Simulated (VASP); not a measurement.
Runs of VASP 6.6.1 on LaTe4. The structure is that of space group P4mm (No. 99), or close to it. The cells are those of the table. 

```csv
task,cell,k mesh,cutoff (eV),gap on the mesh (eV),pressure (GPa),relaxed volume (Å³/atom),largest force (eV/Å)
single point,"a = 4.506, b = 4.506, c = 9.227 Å, 5 atoms",8 × 8 × 4,520,none,0.0,-,0.01
single point,"a = 4.826, b = 4.826, c = 8.083 Å, 5 atoms",4 × 4 × 2,520,none,-1.8,-,(a)
relaxation of cell and atoms,"relaxed from a = 4.826, b = 4.826, c = 8.083 Å, 5 atoms",4 × 4 × 2,600,none,-0.1,36.53,0.03
relaxation of cell and atoms,"relaxed from a = 4.491, b = 4.491, c = 9.163 Å, 5 atoms",8 × 8 × 4,600,none,0.0,37.34,0.01
single point,"a = 4.491, b = 4.491, c = 9.163 Å, 5 atoms",4 × 4 × 2,520,none,0.0,-,0.01
```

Alike in all rows: level PBE; potentials or basis VASP PAW PBE potentials, release 64 (La, Te); no spin polarisation; smearing gaussian 0.1 eV.

Q: Estimate the missing entries.

A: (a) 0.73.

Caveats: some runs use coarse meshes; spin-orbit coupling is left out, which moves the levels of the heavy elements.

A k mesh can miss the band edges, and the runs leave out spin-orbit coupling on La, Te.

A gap of «none» marks levels without a gap at the run's occupations.
